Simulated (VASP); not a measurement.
Runs of VASP 6.6.1 on CoMo. The structure is that of space group P-6m2 (No. 187), or close to it. The cells are those of the table. 

```csv
potentials or basis,spin,cell,cutoff (eV),gap on the mesh (eV),pressure (GPa),moment (μB)
"VASP PAW LDA potentials, release 64 (Co, Mo_sv)","collinear, ferromagnetic start","a = 2.695, b = 2.695, c = 4.184 Å, angles 90.0, 90.0, 120.0°, 2 atoms",520,none,-12.6,(a)
"VASP PAW LDA potentials, release 64 (Co, Mo_sv)","collinear, ferromagnetic start","a = 2.782, b = 2.782, c = 4.319 Å, angles 90.0, 90.0, 120.0°, 2 atoms",520,none,-29.6,0.47
"VASP PAW LDA potentials, release 64 (Co, Mo_sv)","collinear, ferromagnetic start","a = 2.739, b = 2.739, c = 4.252 Å, angles 90.0, 90.0, 120.0°, 2 atoms",520,none,-22.2,(b)
"VASP PAW LDA potentials, release 64 (Co_sv, Mo_sv)",off,"a = 2.649, b = 2.649, c = 4.113 Å, angles 90.0, 90.0, 120.0°, 2 atoms",690,none,0.0,-
"VASP PAW LDA potentials, release 64 (Co, Mo_sv)","collinear, ferromagnetic start","a = 2.848, b = 2.848, c = 4.421 Å, angles 90.0, 90.0, 120.0°, 2 atoms",520,none,-37.3,0.57
```

Alike in all rows: task single point; level LDA; k mesh 14 × 14 × 8; smearing fermi-dirac 0.05 eV.

**Question.** Estimate the missing entries.

**Answer.** (a) 0.32; (b) 0.41.

Caveats: the cell stands under tension (at least some runs).

A k mesh can miss the band edges, and the runs leave out spin-orbit coupling on Mo.

A gap of «none» marks levels without a gap at the run's occupations.

The runs don't all hold the same shells in valence.
